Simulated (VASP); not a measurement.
# HgTe (Coloradoite) (F-43m) in VASP: further runs, part 2 of 2

VASP 6.6.1. The steps go on from the part before.

## Step 4: Single point, r2SCAN+D4

This run uses another cell than the first one, of 31.22 Å³/atom, 0.887 times its volume.

The input, POSCAR:

```
HgTe
1.0
    0.0000000000      3.1488795465      3.1488795465
    3.1488795465      0.0000000000      3.1488795465
    3.1488795465      3.1488795465      0.0000000000
Hg Te
1 1
Direct
    0.0000000000      0.0000000000      0.0000000000
    0.7500000000      0.7500000000      0.7500000000
```

The input, INCAR.step1:

```
SYSTEM = HgTe
PREC = Accurate
ENCUT = 520
ISMEAR = -1
SIGMA = 0.05
LREAL = .FALSE.
LASPH = .TRUE.
NELM = 100
NBANDS = 16
GGA = PE
ALGO = Normal
EDIFF = 1E-4
LWAVE = .TRUE.
LCHARG = .FALSE.
```

The input, INCAR.step2:

```
SYSTEM = HgTe
PREC = Accurate
ENCUT = 520
EDIFF = 1E-7
ISMEAR = -1
SIGMA = 0.05
LREAL = .FALSE.
LASPH = .TRUE.
NELM = 100
ALGO = Normal
ISIF = 2
LWAVE = .FALSE.
LCHARG = .TRUE.
METAGGA = R2SCAN
LMIXTAU = .TRUE.
IVDW = 13
VDW_S6 = 1.0
VDW_S8 = 0.6018749
VDW_A1 = 0.51559235
VDW_A2 = 5.77342911
LELF = .TRUE.
LVHAR = .TRUE.
NBANDS = 16
ISTART = 1
```

The input, KPOINTS:

```
regular mesh
0
G
  7 7 7
  0 0 0
```

The run is started by

```console
$ cat potpaw_PBE.64/Hg/POTCAR potpaw_PBE.64/Te/POTCAR > POTCAR
$ cp INCAR.step1 INCAR
$ mpirun -np 1 vasp_std > vasp.out
$ cp INCAR.step2 INCAR
$ mpirun -np 1 vasp_std > vasp.out
```

It took 71 s on 1 thread of AMD EPYC 9R45 (Zen 5), shared host; peak memory 0.18 GiB.

The run converged. Its results:

```
Free energy                : -75.2762 eV
Pressure                   : 6.6 GPa
Band gap on the k mesh     : zero (filled and empty bands touch)
Dispersion energy per atom : -0.145 eV
```

Levels at points of the mesh, in eV from the Fermi level:
```csv
k point,band 5,band 6,band 7,band 8,band 9,band 10,band 11,band 12,band 13,band 14
"(0.00, 0.00, 0.00)",-7.52,-7.52,-0.23,-0.04,-0.04,-0.04,4.35,4.35,4.35,6.76
```

Caveat: the PAW data sets were made with another functional, which shifts forces and pressure a little; spin-orbit coupling is left out, which moves the levels of the heavy elements; pairwise dispersion overbinds metals, which lowers pressure and volume.

## Step 5: Single point, PBE

This run uses another cell than the first one, of 33.22 Å³/atom, 0.943 times its volume.

The input, INCAR:

```
ALGO = Normal
EDIFF = 1E-7
ENCUT = 520
GGA = PE
ISIF = 2
ISMEAR = -1
LASPH = True
LCHARG = False
LREAL = False
LWAVE = False
NBANDS = 16
NELM = 100
PREC = Accurate
SIGMA = 0.06
```

The input, KPOINTS:

```
k-points
0
Gamma
  4 4 4
```

The input, POSCAR:

```
HgTe
1.0
    0.0000000000      3.2145000000      3.2145000000
    3.2145000000      0.0000000000      3.2145000000
    3.2145000000      3.2145000000      0.0000000000
Hg Te
1 1
Direct
    0.0000000000      0.0000000000      0.0000000000
    0.7500000000      0.7500000000      0.7500000000
```

The run is started by

```console
$ cat potpaw_PBE.64/Hg/POTCAR potpaw_PBE.64/Te/POTCAR > POTCAR
$ mpirun -np 1 vasp_std > vasp.out
```

Wall time 10 s (1 thread of Intel Xeon Platinum 8488C (Sapphire Rapids), shared host); peak memory 0.2 GiB.

Results (log left out):

| Item | Value |
| --- | --- |
| Free energy | -3.4625 eV |
| Pressure | 5.1 GPa |
| Band gap on the k mesh | zero (filled and empty bands touch) |

Levels at points of the mesh, in eV from the Fermi level:
```tsv
k point	band 5	band 6	band 7	band 8	band 9	band 10	band 11	band 12	band 13	band 14
(0.00, 0.00, 0.00)	-6.97	-6.97	-0.74	-0.04	-0.04	-0.04	4.14	4.14	4.14	6.43
(0.50, 0.00, 0.00)	-6.95	-6.65	-5.65	-1.06	-1.06	0.65	4.96	4.96	6.81	7.91
(0.50, 0.50, 0.00)	-6.91	-6.49	-5.59	-2.39	-2.39	1.84	2.39	8.25	8.88	8.88
```

Caveat: the k points lie up to 0.42 Å⁻¹ apart; spin-orbit coupling is left out, which moves the levels of the heavy elements.

## Step 6: Single point, PBE

This run uses another cell than the first one, of 33.22 Å³/atom, 0.943 times its volume.

The input, INCAR:

```
PREC = Accurate
ENCUT = 520
EDIFF = 1E-6
ISMEAR = 0
SIGMA = 0.03
LREAL = F
LASPH = T
NELM = 100
ALGO = Normal
ISIF = 2
LWAVE = F
LCHARG = F
GGA = PE
NBANDS = 16
```

The input, KPOINTS:

```
Automatic mesh
0
Gamma
  7 7 7
```

POSCAR is that of step 5.

Potentials or basis: VASP PAW PBE potentials, release 64 (Hg, Te).

The run is started by

```console
$ cat potpaw_PBE.64/Hg/POTCAR potpaw_PBE.64/Te/POTCAR > POTCAR
$ mpirun -np 1 vasp_std > vasp.out
```

OUTCAR:

```text
PREC = Accurate
   ENCUT = 520
   EDIFF = 1E-6
   ISMEAR = 0
   LREAL = F
   LASPH = T
   NELM = 100
   ISIF = 2
   GGA = PE

 ion  position               nearest neighbor table
   1  0.000  0.000  0.000-   2 2.78   2 2.78   2 2.78   2 2.78
   2  0.750  0.750  0.750-   1 2.78   1 2.78   1 2.78   1 2.78

  LATTYP: Found a face centered cubic cell.
 ALAT       =     6.4290000000

  Lattice vectors:

 A1 = (   0.0000000000,   3.2145000000,   3.2145000000)
[... 560 lines left out ...]
------------------------ aborting loop because EDIFF is reached ----------------------------------------

  FORCE on cell =-STRESS in cart. coord.  units (eV):
  Direction    XX          YY          ZZ          XY          YZ          ZX
  --------------------------------------------------------------------------------------
  -------------------------------------------------------------------------------------
  Total        1.9214351      1.9214351      1.9214351     -0.0000000     -0.0000000      0.0000000
  in kB       46.3410651     46.3410651     46.3410651     -0.0000000     -0.0000000      0.0000000
  external PRESSURE =      46.3410651 kB  Pullay stress =       0.0000000 kB

 VOLUME and BASIS-vectors are now :
 -----------------------------------------------------------------------------
  energy-cutoff  :      520.00
  volume of cell :       66.43
      direct lattice vectors                 reciprocal lattice vectors
     0.000000000  3.214500000  3.214500000    -0.155545186  0.155545186  0.155545186
     3.214500000  0.000000000  3.214500000     0.155545186 -0.155545186  0.155545186
     3.214500000  3.214500000  0.000000000     0.155545186  0.155545186 -0.155545186

 POSITION                                       TOTAL-FORCE (eV/Angst)
 -----------------------------------------------------------------------------------
      0.00000      0.00000      0.00000         0.000000      0.000000      0.000000
      4.82175      4.82175      4.82175        -0.000000     -0.000000     -0.000000
 -----------------------------------------------------------------------------------
    total drift:                                0.000000      0.000000      0.000000

  FREE ENERGIE OF THE ION-ELECTRON SYSTEM (eV)
  ---------------------------------------------------
  free  energy   TOTEN  =        -3.5513198743 eV

  energy  without entropy=       -3.5511849509  energy(sigma->0) =       -3.55125241
```

OSZICAR:

```text
N       E                     dE             d eps       ncg     rms          rms(c)
DAV:   1     0.105541188108E+03    0.10554E+03   -0.78884E+03   640   0.966E+02
DAV:   2    -0.141545056020E+00   -0.10568E+03   -0.97528E+02   736   0.228E+02
DAV:   3    -0.373583414709E+01   -0.35943E+01   -0.35870E+01   792   0.434E+01
DAV:   4    -0.376701729227E+01   -0.31183E-01   -0.31181E-01   944   0.382E+00
DAV:   5    -0.376709151005E+01   -0.74218E-04   -0.74218E-04   816   0.174E-01    0.796E+00
DAV:   6    -0.356020081782E+01    0.20689E+00   -0.40224E-01   728   0.868E+00    0.626E+00
DAV:   7    -0.355210516268E+01    0.80957E-02   -0.10298E-01   728   0.222E+00    0.223E+00
DAV:   8    -0.355125885100E+01    0.84631E-03   -0.11402E-02   704   0.123E+00    0.565E-01
DAV:   9    -0.355127631970E+01   -0.17469E-04   -0.72860E-04   808   0.313E-01    0.137E-01
DAV:  10    -0.355130638794E+01   -0.30068E-04   -0.86821E-05   736   0.814E-02    0.505E-02
DAV:  11    -0.355132240093E+01   -0.16013E-04   -0.38502E-05   768   0.485E-02    0.425E-02
DAV:  12    -0.355132007464E+01    0.23263E-05   -0.46832E-06   736   0.201E-02    0.208E-02
DAV:  13    -0.355131987426E+01    0.20038E-06   -0.70427E-07   536   0.432E-03
   1 F= -.35513199E+01 E0= -.35512524E+01  d E =-.134923E-03
```

stdout:

```text
POSCAR found type information on POSCAR HgTe
 POSCAR found :  2 types and       2 ions
 scaLAPACK will be used
 LDA part: xc-table for (Slater+PW92), standard interpolation
 POSCAR, INCAR and KPOINTS ok, starting setup
 FFT: planning ... GRIDC
 FFT: planning ... GRID_SOFT
 FFT: planning ... GRID
 WAVECAR not read
 entering main loop
```

It took 16 s on 1 thread of Intel Xeon Platinum 8488C (Sapphire Rapids), shared host; peak memory 0.21 GiB.

What came out:

| Quantity | Value |
| --- | --- |
| Free energy | -3.5513 eV |
| Pressure | 4.6 GPa |
| Band gap on the k mesh | zero (filled and empty bands touch) |

Levels at points of the mesh, in eV from the Fermi level:
```tsv
k point	band 6	band 7	band 8	band 9	band 10	band 11	band 12	band 13
(0.00, 0.00, 0.00)	-6.91	-0.70	-0.01	-0.01	-0.01	4.19	4.19	4.19
```

Caveat: spin-orbit coupling is left out, which moves the levels of the heavy elements.

## Step 7: Summary

| level | cell | k mesh | smearing | gap on the mesh (eV) | pressure (GPa) |
| --- | --- | --- | --- | --- | --- |
| revPBE | a = 4.635 Å, angles 60.0°, 2 atoms | 7 × 7 × 7 | fermi-dirac 0.05 eV | none | 2.9 |
| BLYP+D3(BJ) | a = 4.635 Å, angles 60.0°, 2 atoms | 7 × 7 × 7 | fermi-dirac 0.05 eV | none | 0.5 |
| r2SCAN+D4 | a = 4.453 Å, angles 60.0°, 2 atoms | 7 × 7 × 7 | fermi-dirac 0.05 eV | none | 6.6 |
| PBE | a = 4.546 Å, angles 60.0°, 2 atoms | 4 × 4 × 4 | fermi-dirac 0.06 eV | none | 5.1 |
| PBE | a = 4.546 Å, angles 60.0°, 2 atoms | 7 × 7 × 7 | gaussian 0.03 eV | none | 4.6 |

Alike in all rows: task single point; potentials or basis VASP PAW PBE potentials, release 64 (Hg, Te); no spin polarisation; cutoff (eV) 520.

Caveats: some runs use coarse meshes; spin-orbit coupling is left out, which moves the levels of the heavy elements; the PAW data sets were made with another functional, which shifts forces and pressure a little (some runs); pairwise dispersion overbinds metals, which lowers pressure and volume (some runs).

Absolute energies hang on the potentials; compare differences alone.
